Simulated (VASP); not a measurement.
Runs of VASP 6.6.1 on ZnSe (Stilleite). Symmetry: F-43m, No. 216, cubic system. Conventional cell: a = 5.668 Å, b = 5.668 Å, c = 5.668 Å, α = 90.00°, β = 90.00°, γ = 90.00°. Zn (site symmetry -43m) has 4 Se at 2.45 Å within 3.2 Å. Within 3.2 Å of Se (site symmetry -43m) lie 4 Zn at 2.45 Å. 

```tsv
k mesh	gap on the mesh (eV)	pressure (GPa)
2 × 2 × 2	(a)	8.2
8 × 8 × 8	1.29	2.3
10 × 10 × 10	1.29	2.3
4 × 4 × 4	1.28	2.7
```

Alike in all rows: task single point; level PBE; potentials or basis VASP PAW PBE potentials, release 64 (Zn, Se); no spin polarisation; cell as given; cutoff (eV) 500; smearing gaussian 0.01 eV.

**Question.** Estimate the missing entries.

**Answer.** (a) 1.16.

Caveats: some runs use coarse meshes.

A k mesh can miss the band edges, and the runs leave out spin-orbit coupling on Se.
